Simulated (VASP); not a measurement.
Input of a VASP 6.6.1 run:

Contents of INCAR:

```
SYSTEM = Al16Cu
ALGO = Normal
DIPOL = 0.5 0.5 0.302
EDIFF = 1E-6
ENCUT = 520
GGA = PE
IDIPOL = 3
ISIF = 2
ISMEAR = 0
IVDW = 12
LASPH = .True.
LCHARG = .False.
LDIPOL = .True.
LREAL = Auto
LWAVE = .False.
NBANDS = 44
NELM = 80
PREC = Accurate
SIGMA = 0.1
```

Contents of KPOINTS:

```
k-points
0
Gamma
  5 4 1
  0 0 0
```

POSCAR

```
Al16Cu
1.0
    5.6314608543      0.0000000000      0.0000000000
    0.0000000000      7.9640883162      0.0000000000
    0.0000000000      0.0000000000     21.3288851192
Al Cu
16 1
Direct
    0.2500000000      0.2500000000      0.1875391038
    0.2500000000      0.7500000000      0.1875391038
    0.7500000000      0.2500000000      0.1875391038
    0.7500000000      0.7500000000      0.1875391038
    0.0000000000      0.0000000000      0.2535465489
    0.0000000000      0.5000000000      0.2535465489
    0.5000000000      0.0000000000      0.2535465489
    0.5000000000      0.5000000000      0.2535465489
    0.2500000000      0.2500000000      0.3225569796
    0.2500000000      0.7500000000      0.3225569796
    0.7500000000      0.2500000000      0.3225569796
    0.7500000000      0.7500000000      0.3225569796
    0.0000000000      0.0000000000      0.3858094351
    0.0000000000      0.5000000000      0.3858094351
    0.5000000000      0.0000000000      0.3858094351
    0.5000000000      0.5000000000      0.3858094351
    0.1250000000      0.2500000000      0.5311522405
```

Potentials or basis: VASP PAW PBE potentials, release 64 (Al, Cu).

Run with:

```bash
$ cat potpaw_PBE.64/Al/POTCAR potpaw_PBE.64/Cu/POTCAR > POTCAR
$ mpirun -np 1 vasp_std > vasp.out
```

Question: What does it give for the band gap on the k mesh?

Answer: Zero (an odd number of electrons rules out a gap without spin polarisation).

Question: Predict the dispersion energy per atom.

Answer: -0.210 eV.

Question: Predict the largest force.

Answer: 0.926 eV/Å.

Forces on the atoms (eV/Å):
```
Al  -0.034  0.000  0.172
Al   0.036  0.000  0.149
Al   0.038  0.000  0.178
Al  -0.035  0.000  0.134
Al  -0.042  0.004 -0.129
Al  -0.042 -0.004 -0.129
Al   0.039 -0.036 -0.091
Al   0.039  0.036 -0.091
Al   0.023  0.000 -0.078
Al   0.047  0.000  0.014
Al  -0.006  0.000 -0.049
Al  -0.036  0.000 -0.056
Al   0.034  0.229  0.398
Al   0.034 -0.229  0.398
Al  -0.013  0.020  0.051
Al  -0.013 -0.020  0.051
Cu  -0.070  0.000 -0.924
```
